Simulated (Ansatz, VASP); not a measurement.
Given: the input of a run of Ansatz 0.2.0 on SnSe.

File input.yaml:

```yaml
crystal:
  lattice:
    - [11.1868733615, 0.0, 0.0]
    - [0.0, 4.1044657955, 0.0]
    - [0.0, 0.0, 4.3689540449]
  atoms:
    - { symbol: Sn, position: [0.877, 0.75, 0.909] }
    - { symbol: Sn, position: [0.623, 0.25, 0.409] }
    - { symbol: Sn, position: [0.377, 0.75, 0.591] }
    - { symbol: Sn, position: [0.123, 0.25, 0.091] }
    - { symbol: Se, position: [0.643, 0.75, 0.984] }
    - { symbol: Se, position: [0.857, 0.25, 0.484] }
    - { symbol: Se, position: [0.143, 0.75, 0.516] }
    - { symbol: Se, position: [0.357, 0.25, 0.016] }
hamiltonian:
  xc: pbe
  pseudopotentials: { kind: paw, core: small }
kpoints:
  mp_grid: { grid: [3, 6, 6] }
scf:
  occupations: { method: fermi_dirac, width: 0.05 }
output:
  forces: true
  stress: true
  eigenvalues: true
```

Potentials or basis: Ansatz PAW.

Launch:

```sh
$ ansatz run input.yaml --threads 2 --pin off --max-ram 5120MiB --backend cpu --events-out ev --progress --plain --runs-dir out
```

Question: Translate it to VASP 6.6.1. Potentials there: VASP PAW PBE potentials, release 64 (Sn_d, Se).

Answer: As run (the cutoff follows the program's own potentials):

The input INCAR:

```
SYSTEM = SnSe
PREC = Accurate ; ENCUT = 520
EDIFF = 1E-7 ; ISMEAR = -1
SIGMA = 0.05 ; LREAL = .FALSE.
LASPH = .TRUE. ; NELM = 80
ALGO = Normal ; ISIF = 2
LWAVE = .FALSE. ; LCHARG = .FALSE.
GGA = PE ; NBANDS = 50
```

The input KPOINTS:

```
regular mesh
0
G
  3 6 6
  0 0 0
```

POSCAR

```
SnSe
1.0
   11.1868733615      0.0000000000      0.0000000000
    0.0000000000      4.1044657955      0.0000000000
    0.0000000000      0.0000000000      4.3689540449
Sn Se
4 4
Direct
    0.8770000000      0.7500000000      0.9090000000
    0.6230000000      0.2500000000      0.4090000000
    0.3770000000      0.7500000000      0.5910000000
    0.1230000000      0.2500000000      0.0910000000
    0.6430000000      0.7500000000      0.9840000000
    0.8570000000      0.2500000000      0.4840000000
    0.1430000000      0.7500000000      0.5160000000
    0.3570000000      0.2500000000      0.0160000000
```

Potentials or basis: VASP PAW PBE potentials, release 64 (Sn_d, Se).

Run with:

```console
$ cat potpaw_PBE.64/Sn_d/POTCAR potpaw_PBE.64/Se/POTCAR > POTCAR
$ mpirun -np 1 vasp_std > vasp.out
```

Both were run:

|  | VASP | Ansatz | Ansatz less VASP |
| --- | --- | --- | --- |
| gap on the k mesh at the Fermi level (eV) | 0.53 | 0.53 | +0.004 |
| least direct gap on the mesh (eV) | 0.72 | 0.73 | +0.009 |
| pressure (GPa) | 6.5 | 6.4 | -0.05 |
| traceless stress, the component that is largest in VASP (GPa) | 2.39 | 2.36 | -0.030 |
| rms of the force components (eV/Å) | 0.380 | 0.369 | -0.0101 |

Atom by atom the forces differ by 0.011 eV/Å (rms over components). VASP's potentials hold 80 valence electrons a cell and Ansatz's 120, so a difference there can come from the potentials and not from the codes.

Noted on Ansatz's run: odd divisions of the mesh miss points on the zone boundary, where band edges often lie, so the gap on the mesh can be too wide.
